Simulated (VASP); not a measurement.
# Al3Cu2 (P-3m1) in VASP: single point with PBEsol

Aim: the single point of Al3Cu2 with PBEsol.

Program: VASP 6.6.1. These are calculated values, not measurements. Logs are shortened: lines on timing, memory, paths and dates and some standing lists are left out, and cuts for length are marked.

## (1) The cell of the first run

Symmetry: P-3m1, No. 164, trigonal system. Conventional cell: a = 4.092 Å, b = 4.092 Å, c = 4.993 Å, α = 90.00°, β = 90.00°, γ = 120.00°. Within 3.3 Å of Al (site symmetry -3m) lie 6 Cu at 2.49 Å and 6 Al at 2.94 Å. Within 3.2 Å of Al (site symmetry 3m) lie 5 Cu at 2.44 to 2.55 Å and 6 Al at 2.80 to 2.94 Å. Cu (site symmetry 3m) has 8 Al at 2.44 to 2.55 Å and 3 Cu at 2.85 Å within 3.2 Å.

## (2) Single point, PBEsol

POSCAR

```
Al3Cu2
1.0
    4.0919516368      0.0000000000      0.0000000000
   -2.0459758184      3.5437340685      0.0000000000
    0.0000000000      0.0000000000      4.9927787000
Al Cu
3 2
Direct
    0.0000000000      0.0000000000      0.0000000000
    0.3333333300      0.6666666700      0.3499253500
    0.6666666700      0.3333333300      0.6500746500
    0.3333333300      0.6666666700      0.8395121300
    0.6666666700      0.3333333300      0.1604878700
```

INCAR.step1

```
PREC = Accurate ; ENCUT = 520
EDIFF = 1E-6 ; ISMEAR = 0
SIGMA = 0.05 ; LREAL = False
LASPH = True ; NELM = 100
ALGO = Normal ; ISIF = 2
LWAVE = False ; LCHARG = True
LMAXMIX = 4 ; GGA = PS
NBANDS = 24
```

KPOINTS.step1

```
regular mesh
0
Gamma
  9 9 8
```

INCAR.step2

```
PREC = Accurate ; ENCUT = 520
EDIFF = 1E-6 ; ISMEAR = -5
SIGMA = 0.05 ; LREAL = False
LASPH = True ; NELM = 100
ALGO = Normal ; ISIF = 2
LWAVE = False ; LCHARG = False
LMAXMIX = 4 ; GGA = PS
LORBIT = 10 ; NBANDS = 24
NEDOS = 1001 ; ICHARG = 11
```

KPOINTS.step2

```
regular mesh
0
Gamma
  14 14 12
```

Potentials or basis: VASP PAW PBE potentials, release 64 (Al, Cu).

Run with:

```
$ cat potpaw_PBE.64/Al/POTCAR potpaw_PBE.64/Cu/POTCAR > POTCAR
$ cp INCAR.step1 INCAR
$ cp KPOINTS.step1 KPOINTS
$ mpirun -np 1 vasp_std > vasp.out
$ cp INCAR.step2 INCAR
$ cp KPOINTS.step2 KPOINTS
$ mpirun -np 1 vasp_std > vasp.out
```

OUTCAR:

```text
PREC = Accurate
   ENCUT = 520
   EDIFF = 1E-6
   ISMEAR = -5
   LREAL = False
   LASPH = True
   NELM = 100
   ISIF = 2
   GGA = PS
   LORBIT = 10
   ICHARG = 11

 ion  position               nearest neighbor table
   1  0.000  0.000  0.000-   4 2.49   5 2.49   4 2.49   5 2.49   5 2.49   4 2.49   2 2.94   3 2.94
                             2 2.94   3 2.94   2 2.94   3 2.94
   2  0.333  0.667  0.350-   4 2.44   5 2.54   5 2.54   5 2.54   4 2.55   3 2.80   3 2.80   3 2.80
                             1 2.94   1 2.94   1 2.94
   3  0.667  0.333  0.650-   5 2.44   4 2.54   4 2.54   4 2.54   5 2.55   2 2.80   2 2.80   2 2.80
                             1 2.94   1 2.94   1 2.94
   4  0.333  0.667  0.840-   2 2.44   1 2.49   1 2.49   1 2.49   3 2.54   3 2.54   3 2.54   2 2.55

   5  0.667  0.333  0.160-   3 2.44   1 2.49   1 2.49   1 2.49   2 2.54   2 2.54   2 2.54   3 2.55

  LATTYP: Found a hexagonal cell.
 ALAT       =     4.0919516368
 C/A-ratio  =     1.2201460680

  Lattice vectors:

 A1 = (   4.0919516368,   0.0000000000,   0.0000000000)
 A2 = (  -2.0459758184,   3.5437340685,   0.0000000000)
 A3 = (   0.0000000000,   0.0000000000,   4.9927787000)

Analysis of symmetry for initial positions (statically):
=====================================================================
 Subroutine PRICEL returns:
 Original cell was already a primitive cell.

 Routine SETGRP: Setting up the symmetry group for a
 hexagonal supercell.

 Subroutine GETGRP returns: Found 12 space group operations
 (whereof 12 operations were pure point group operations)
 out of a pool of 24 trial point group operations.

The static configuration has the point symmetry D_3d.

Analysis of symmetry for dynamics (positions and initial velocities):
=====================================================================
 Subroutine PRICEL returns:
 Original cell was already a primitive cell.

 Routine SETGRP: Setting up the symmetry group for a
 hexagonal supercell.

 Subroutine GETGRP returns: Found 12 space group operations
 (whereof 12 operations were pure point group operations)
 out of a pool of 24 trial point group operations.

The dynamic configuration has the point symmetry D_3d.

 Subroutine INISYM returns: Found 12 space group operations
 (whereof 12 operations are pure point group operations),
 and found     1 'primitive' translations

----------------------------------------------------------------------------------------

                                     Primitive cell

  volume of cell :      72.3992

  direct lattice vectors                    reciprocal lattice vectors
     4.091951637  0.000000000  0.000000000     0.244382165  0.141094109  0.000000000
    -2.045975818  3.543734069  0.000000000     0.000000000  0.282188217  0.000000000
     0.000000000  0.000000000  4.992778700     0.000000000  0.000000000  0.200289270

  length of vectors
     4.091951637  4.091951637  4.992778700     0.282188217  0.282188217  0.200289270

  position of ions in fractional coordinates (direct lattice)
     0.000000000  0.000000000  0.000000000
     0.333333330  0.666666670  0.349925350
     0.666666670  0.333333330  0.650074650
     0.333333330  0.666666670  0.839512130
     0.666666670  0.333333330  0.160487870

  ion indices of the primitive-cell ions
   primitive index   ion index
                 1           1
                 2           2
                 3           3
                 4           4
                 5           5

----------------------------------------------------------------------------------------

 KPOINTS: regular mesh

Automatic generation of k-mesh.
 Grid dimensions read from file:
 generate k-points for:   14   14   12

 Generating k-lattice:

  Cartesian coordinates                     Fractional coordinates (reciprocal lattice)
     0.017455869  0.010078151  0.000000000     0.071428571  0.000000000  0.000000000
     0.000000000  0.020156301  0.000000000     0.000000000  0.071428571  0.000000000
     0.000000000  0.000000000  0.016690772     0.000000000  0.000000000  0.083333333

  Length of vectors
     0.020156301  0.020156301  0.016690772

  Shift w.r.t. Gamma in fractional coordinates (k-lattice)
     0.000000000  0.000000000  0.000000000

 TETIRR: Found   3468 inequivalent tetrahedra from    14112

 Subroutine IBZKPT returns following result:
 ===========================================

 Found    248 irreducible k-points:

 Following reciprocal coordinates:
            Coordinates               Weight
  0.000000  0.000000  0.000000      1.000000
  0.071429 -0.000000  0.000000      6.000000
  0.142857  0.000000  0.000000      6.000000
  0.214286 -0.000000  0.000000      6.000000
  0.285714 -0.000000  0.000000      6.000000
  0.357143  0.000000  0.000000      6.000000
[... 16 lines left out ...]
  0.285714  0.285714  0.000000      6.000000
  0.357143  0.285714  0.000000      6.000000
 [... further k-points ...]
   k-points           NKPTS =    248   k-points in BZ     NKDIM =    248   number of bands    NBANDS=     24
   number of dos      NEDOS =   1001   number of ions     NIONS =      5
   total plane-waves  NPLWV =  36000
   dimension x,y,z NGX =    30 NGY =   30 NGZ =   40
   dimension x,y,z NGXF=    60 NGYF=   60 NGZF=   80
   ions per type =               3   2
   NGX,Y,Z   is equivalent  to a cutoff of  12.19, 12.19, 13.32 a.u.
   NGXF,Y,Z  is equivalent  to a cutoff of  24.38, 24.38, 26.64 a.u.
 SYSTEM =  unknown system
   PREC   = accura    normal or accurate (medium, high low for compatibility)
   ISTART =      0    job   : 0-new  1-cont  2-samecut
   ICHARG =     11    charge: 1-file 2-atom 10-const
   ISPIN  =      1    spin polarized calculation?
   LNONCOLLINEAR =      F non collinear calculations
   LSORBIT =      F    spin-orbit coupling
   LASPH  =      T    aspherical Exc in radial PAW
   ENCUT  =  520.0 eV  38.22 Ry    6.18 a.u.   7.61  7.61  9.28*2*pi/ulx,y,z
   NELM   =    100;   NELMIN=  2; NELMDL=  0     # of ELM steps
   EDIFF  = 0.1E-05   stopping-criterion for ELM
   LREAL  =      F    real-space projection
   EDIFFG = 0.1E-04   stopping-criterion for IOM
   NSW    =      0    number of steps for IOM
   IBRION =     -1    ionic relax: 0-MD 1-quasi-New 2-CG
   NFREE  =      0    steps in history (QN), initial steepest desc. (CG)
   ISIF   =      2    stress and relaxation
   ISYM   =      2    0-nonsym 1-usesym 2-fastsym
   POTIM  = 0.5000    time-step for ionic-motion
   TEBEG  =    0.0;   TEEND  =   0.0 temperature during run
   PSTRESS=    0.0 pullay stress
   NELECT =      31.0000    total number of electrons
   NUPDOWN=      -1.0000    fix difference up-down
   EMIN   =  10.00;   EMAX   =-10.00  energy-range for DOS
   EFERMI =   0.00;   METHOD = LEGACY
   ISMEAR =    -5;   SIGMA  =   0.05  broadening in eV -4-tet -1-fermi 0-gaus
   EFERMI_NEDOS =   21; number of points for ismear=-14 and -15
   IALGO  =     38    algorithm
   IMIX   =      4    mixing-type and parameters
     AMIX     =   0.40;   BMIX     =  1.00
     AMIX_MAG =   1.60;   BMIX_MAG =  1.00
  volume/ion in A,a.u.               =      14.48        97.71
  Fermi-wavevector in a.u.,A,eV,Ry     =   1.233912  2.331755 20.715388  1.522538
  Thomas-Fermi vector in A             =   2.368623
   LORBIT       =     10    0 simple, 1 ext, 2 COOP (PROOUT), +10 PAW based schemes
   GGA     = PS    functional components
   LHFCALC =     F    Hartree Fock is set to
   AEXX    =    0.0000 exact exchange contribution
   IVDW    =     0    specifies the selected vdW correction
   LEPSILON=     F    determine dielectric tensor
   LRPA    =     F    only Hartree local field effects (RPA)
 non-spin polarized calculation
 Fermi weights with tetrahedron method with Bloechl corrections
  energy-cutoff  :      520.00
  volume of cell :       72.40
 maximum number of plane-waves:      2010

 number of electron      30.9999996 magnetization

 Free energy of the ion-electron system (eV)
  ---------------------------------------------------
  ext. energy  EPLUGINS =         0.00000000
  ---------------------------------------------------
  free energy    TOTEN  =       -21.71514511 eV

  energy without entropy =      -21.71514511  energy(sigma->0) =      -21.71514511

 E-fermi :   8.2745     XC(G=0): -11.0720

 val. band max:        8.3644140541   @ k =   0.4286  -0.0000   0.4167
 cond. band min:       8.2175955763   @ k =  -0.0714   0.2857   0.2500
 fundamental gap:     -0.1468184778
 Fermi energy:         8.2745407367

 k-point     1 :       0.0000    0.0000    0.0000
  band No.  band energies     occupation
      1      -2.9585      2.00000
      2       1.8610      2.00000
      3       2.4041      2.00000
      4       2.9515      2.00000
      5       2.9515      2.00000
      6       3.3078      2.00000
[... 16 lines left out ...]
     23      14.1556      0.00000
     24      14.1556      0.00000

 k-point     2 :       0.0714   -0.0000    0.0000
  band No.  band energies     occupation
      1      -2.8978      2.00000
      2       1.8927      2.00000
      3       2.3999      2.00000
      4       2.9652      2.00000
      5       2.9700      2.00000
      6       3.2952      2.00000
[... 16 lines left out ...]
     23      13.9261      0.00000
     24      13.9684      0.00000

 k-point     3 :       0.1429    0.0000    0.0000
  band No.  band energies     occupation
      1      -2.7160      2.00000
      2       1.9791      2.00000
      3       2.3768      2.00000
      4       3.0017      2.00000
      5       3.0242      2.00000
      6       3.2590      2.00000
[... 16 lines left out ...]
     23      13.6222      0.00000
     24      13.7727      0.00000

 k-point     4 :       0.2143   -0.0000    0.0000
  band No.  band energies     occupation
      1      -2.4153      2.00000
      2       2.0884      2.00000
      3       2.3003      2.00000
      4       3.0111      2.00000
      5       3.1085      2.00000
      6       3.2317      2.00000
[... 16 lines left out ...]
     23      13.4851      0.00000
     24      14.0485      0.00000

 k-point     5 :       0.2857   -0.0000    0.0000
  band No.  band energies     occupation
      1      -1.9996      2.00000
      2       2.0191      2.00000
      3       2.2004      2.00000
      4       2.9432      2.00000
      5       3.2080      2.00000
      6       3.2738      2.00000
[... 16 lines left out ...]
     23      13.7376      0.00000
     24      14.3443      0.00000

 k-point     6 :       0.3571    0.0000    0.0000
  band No.  band energies     occupation
      1      -1.4766      2.00000
      2       1.4645      2.00000
      3       2.2152      2.00000
      4       2.9509      2.00000
      5       3.2890      2.00000
      6       3.3146      2.00000
[... 16 lines left out ...]
     23      14.6850      0.00000
     24      15.5175      0.00000
[... 379 lines left out ...]
 k-point    21 :       0.2857    0.2143    0.0000
  band No.  band energies     occupation
      1      -0.7974      2.00000
      2       1.3530      2.00000
      3       1.8175      2.00000
      4       2.9710      2.00000
      5       3.1547      2.00000
      6       3.2939      2.00000
[... 16 lines left out ...]
     23      16.2222      0.00000
     24      16.7387      0.00000

 k-point    22 :       0.3571    0.2143    0.0000
  band No.  band energies     occupation
      1      -0.1807      2.00000
      2       0.6796      2.00000
      3       1.7574      2.00000
      4       3.0580      2.00000
      5       3.1329      2.00000
      6       3.2558      2.00000
[... 16 lines left out ...]
     23      16.0503      0.00000
     24      16.3326      0.00000

 k-point    23 :       0.2857    0.2857    0.0000
  band No.  band energies     occupation
      1      -0.2089      2.00000
      2       1.0838      2.00000
      3       1.4014      2.00000
      4       3.0190      2.00000
      5       3.1212      2.00000
      6       3.2484      2.00000
[... 16 lines left out ...]
     23      16.7160      0.00000
     24      17.1479      0.00000

 k-point    24 :       0.3571    0.2857    0.0000
  band No.  band energies     occupation
      1       0.3033      2.00000
      2       0.6286      2.00000
      3       1.2902      2.00000
      4       3.0680      2.00000
      5       3.0876      2.00000
      6       3.2276      2.00000
[... 16 lines left out ...]
     23      17.1435      0.00000
     24      17.2145      0.00000

 [... further k-points ...]

------------------------ aborting loop because EDIFF is reached ----------------------------------------

  FORCE on cell =-STRESS in cart. coord.  units (eV):
  Direction    XX          YY          ZZ          XY          YZ          ZX
  --------------------------------------------------------------------------------------
  -------------------------------------------------------------------------------------
  Total        0.1032005      0.1032005     -0.1419923      0.0000000     -0.0000000      0.0000000
  in kB        2.2838017      2.2838017     -3.1422551      0.0000000     -0.0000000      0.0000000
  external PRESSURE =       0.4751161 kB  Pullay stress =       0.0000000 kB

 VOLUME and BASIS-vectors are now :
 -----------------------------------------------------------------------------
  energy-cutoff  :      520.00
  volume of cell :       72.40
      direct lattice vectors                 reciprocal lattice vectors
     4.091951637  0.000000000  0.000000000     0.244382165  0.141094109  0.000000000
    -2.045975818  3.543734069  0.000000000     0.000000000  0.282188217  0.000000000
     0.000000000  0.000000000  4.992778700     0.000000000  0.000000000  0.200289270

 POSITION                                       TOTAL-FORCE (eV/Angst)
 -----------------------------------------------------------------------------------
      0.00000      0.00000      0.00000         0.000000      0.000000      0.000000
     -0.00000      2.36249      1.74710         0.000000      0.000000      0.041799
      2.04598      1.18124      3.24568         0.000000     -0.000000     -0.041799
     -0.00000      2.36249      4.19150        -0.000000      0.000000      0.055005
      2.04598      1.18124      0.80128         0.000000     -0.000000     -0.055005
 -----------------------------------------------------------------------------------
    total drift:                               -0.000000      0.000000     -0.000000

  FREE ENERGIE OF THE ION-ELECTRON SYSTEM (eV)
  ---------------------------------------------------
  free  energy   TOTEN  =       -21.7151451087 eV

  energy  without entropy=      -21.7151451087  energy(sigma->0) =      -21.71514511

 total charge

# of ion       s       p       d       tot
------------------------------------------
    1        0.391   0.395   0.000   0.786
    2        0.392   0.384   0.000   0.776
    3        0.392   0.384   0.000   0.776
    4        0.499   0.547   9.117  10.162
    5        0.499   0.547   9.117  10.162
--------------------------------------------------
tot          2.173   2.256  18.233  22.662
```

Wall time 5.3 min (1 thread of Intel Xeon Platinum 8375C at 2.90GHz (Ice Lake), shared host); peak memory 0.44 GiB.

What came out:

* Valence electrons inside the program's atomic spheres: Al 0.79, 0.78 (each value once); Cu 10.16

Caveat: the PAW data sets were made with another functional, which shifts forces and pressure a little; tetrahedron occupations give inexact forces and stress in metals.
